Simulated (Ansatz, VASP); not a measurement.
## Re: VASP beside Ansatz

Contents of INCAR:

```
ALGO = Normal
EDIFF = 1E-7
ENCUT = 520
GGA = PE
ISIF = 2
ISMEAR = -1
LASPH = True
LCHARG = False
LREAL = False
LWAVE = False
NBANDS = 10
NELM = 80
PREC = Accurate
SIGMA = 0.08
```

The input KPOINTS:

```
k-points
0
Gamma
  15 15 15
```

File POSCAR:

```
Re
1.0
    2.3733072524      0.0000000000      0.0000000000
    0.0000000000      2.3733072524      0.0000000000
    0.0000000000      0.0000000000      2.3733072524
Re
1
Direct
    0.0000000000      0.0000000000      0.0000000000
```

Input for Ansatz:

```yaml
crystal:
  lattice:
    - [2.3733072524, 0.0, 0.0]
    - [0.0, 2.3733072524, 0.0]
    - [0.0, 0.0, 2.3733072524]
  atoms:
    - { symbol: Re, position: [0.0, 0.0, 0.0] }
kpoints:
  mp_grid: { grid: [15, 15, 15] }
scf:
  occupations: { method: fermi_dirac, width: 0.08 }
hamiltonian:
  xc: pbe
  pseudopotentials: { kind: all_electron, lapw: { basis_error: 0.001 } }
output:
  forces: true
  stress: true
  eigenvalues: true
  populations: true
```

Change from the starting cell: volume scaled by 0.78, LAPW.

Alike in both runs: task single point; functional PBE; k mesh 15 × 15 × 15; occupations fermi-dirac, width 0.08 eV; no spin polarisation.

```csv
,VASP,Ansatz
version,VASP 6.6.1,Ansatz 0.2.0
potentials or method,"VASP PAW PBE potentials, release 64 (Re), cutoff 520 eV","all-electron LAPW, scalar-relativistic"
```

```csv
,VASP,Ansatz,Ansatz less VASP
pressure (GPa),108.1,109.7,+1.59
```

Both programs put the cell under a high pressure, so it lies far from rest at this level. Ansatz ran all-electron here, and VASP with PAW potentials.

Neither program's run includes spin-orbit coupling. Noted on VASP's run: the cell as given lies far from equilibrium.
